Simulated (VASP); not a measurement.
Ba:

```
Ba
1.0
    -2.50000    2.50000    2.50000
     2.50000   -2.50000    2.50000
     2.50000    2.50000   -2.50000
Ba
1
Direct
  0.00000 0.00000 0.00000
```

```yaml
Program: VASP 6.6.1
Task: relaxation of cell and atoms
Functional: PBE
Dispersion: D3(BJ)
Potentials_or_basis: VASP PAW PBE potentials, release 64 (Ba_sv)
Cutoff: 600 eV
k_mesh: 12 × 12 × 12
Occupations: gaussian, width 0.1 eV
Spin: no spin polarisation
```

At the start: pressure -0.3 GPa; volume 62.50 Å³/atom.

Question: How do energy, volume and symmetry change on relaxing?

Answer: Over 3 steps the energy falls by 2.8 meV/atom and the volume is 60.03 Å³/atom (-4.0 %); space group Im-3m (No. 229, to 0.05 Å).

Step by step:
| step | energy change (eV) | largest force (eV/Å) | pressure (GPa) | volume (Å³) |
| --- | --- | --- | --- | --- |
| 1 | 0.0000 | 0.0000 | -0.35 | 62.50 |
| 2 | -0.0020 | 0.0000 | -0.19 | 61.28 |
| 3 | -0.0028 | 0.0000 | -0.01 | 60.03 |

Final structure:
```
Ba
1.0
    -2.46661    2.46661    2.46661
     2.46661   -2.46661    2.46661
     2.46661    2.46661   -2.46661
Ba
1
Direct
  0.00000 0.00000 0.00000
```

Caveat: pairwise dispersion overbinds metals, which lowers pressure and volume.
